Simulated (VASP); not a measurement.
Write the native input for VASP 6.6.1 that does the following.

* Task: single point
* Functional: PBE
* Potentials or basis: VASP PAW PBE potentials, release 64 (Ti_sv, O)
* Cutoff: 600 eV
* k mesh: 10 × 10 × 10
* Occupations: gaussian, width 0.02 eV
* Spin: no spin polarisation
* Dipole correction: no
* Further INCAR settings: ALGO = Normal; EDIFF = 1e-06; NBANDS = 33

The structure of TiO2 lies in POSCAR:

```
TiO2
1.0
   -1.8780554920      1.8780554920      4.5150292026
    1.8780554920     -1.8780554920      4.5150292026
    1.8780554920      1.8780554920     -4.5150292026
Ti O
2 4
Direct
    0.0000000000      0.0000000000      0.0000000000
    0.7500000000      0.2500000000      0.5000000000
    0.2159463578      0.2159463578      0.0000000000
    0.9659463578      0.4659463578      0.5000000000
    0.5340536422      0.0340536422      0.5000000000
    0.7840536422      0.7840536422      0.0000000000
```

These files were run (other wordings do the same):

INCAR

```
PREC     = Accurate       # precision mode
ENCUT    = 600            # plane-wave cutoff, eV
EDIFF    = 1E-6           # SCF threshold, eV
ISMEAR   = 0              # smearing method
SIGMA    = 0.02           # smearing width, eV
LREAL    = F              # projectors in reciprocal space
LASPH    = T              # aspherical terms in the spheres
NELM     = 120            # most SCF steps
ALGO     = Normal         # electronic algorithm
ISIF     = 2              # what is computed and relaxed
LWAVE    = F              # write WAVECAR
LCHARG   = T              # write CHGCAR
GGA      = PE             # functional
LELF     = T              # ELF
LVHAR    = T            
NBANDS   = 33             # bands
GGA_COMPAT= F
```

KPOINTS

```
regular mesh
0
Gamma
  10 10 10
```

Potentials or basis: VASP PAW PBE potentials, release 64 (Ti_sv, O).

Run with:

```sh
$ cat potpaw_PBE.64/Ti_sv/POTCAR potpaw_PBE.64/O/POTCAR > POTCAR
$ mpirun -np 1 vasp_std > vasp.out
```

Results of the run:

| Quantity | Value |
| --- | --- |
| Pressure | 18.6 GPa |
| Largest force | 0.030 eV/Å |
| Band gap on the k mesh | 1.96 eV (least direct gap 2.47 eV) |

Caveat: the cell stands under pressure.

Wall time 9.8 min on 1 thread of Oxide Virtual Turin-like Processor, on a shared host, peak memory 0.36 GiB.
